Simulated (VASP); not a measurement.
BaTiO3:

```
CELL_PARAMETERS angstrom
3.98550 0.00000 0.00000
0.00000 2.83690 2.84515
0.00000 -2.83690 2.84515
ATOMIC_POSITIONS crystal
Ba 0.00000 0.00000 0.00000
Ti 0.50000 0.51240 0.51240
O 0.00000 0.48740 0.48740
O 0.50000 0.50524 0.99184
O 0.50000 0.99184 0.50524
```

```yaml
Program: VASP 6.6.1
Task: relaxation of the atoms
Functional: PBE
Potentials_or_basis: VASP PAW PBE potentials, release 64 (Ba_sv, Ti_sv, O)
Cutoff: 520 eV
k_mesh: 5 × 5 × 5
Occupations: fermi-dirac, width 0.02 eV
Spin: no spin polarisation
```

At the start: pressure 4.1 GPa; volume 12.87 Å³/atom.

Task: How do energy, volume and symmetry change on relaxing?

Result: Over 6 steps the energy falls by 5.0 meV/atom at a fixed cell; space group Amm2 (No. 38, to 0.1 Å) before and after.

The path:
```tsv
step	energy change (eV)	largest force (eV/Å)	pressure (GPa)
1	0.0000	0.2656	4.10
2	-0.0102	0.2135	4.39
3	-0.0229	0.1524	5.58
4	-0.0231	0.1313	5.42
5	-0.0252	0.0245	5.41
6	-0.0252	0.0176	5.41
```

Final structure:
```
CELL_PARAMETERS angstrom
3.98550 0.00000 0.00000
0.00000 2.83690 2.84515
0.00000 -2.83690 2.84515
ATOMIC_POSITIONS crystal
Ba 0.00000 0.00545 0.00545
Ti 0.50000 0.51912 0.51912
O 0.00000 0.49312 0.49312
O 0.50000 0.49354 0.98565
O 0.50000 0.98565 0.49354
```
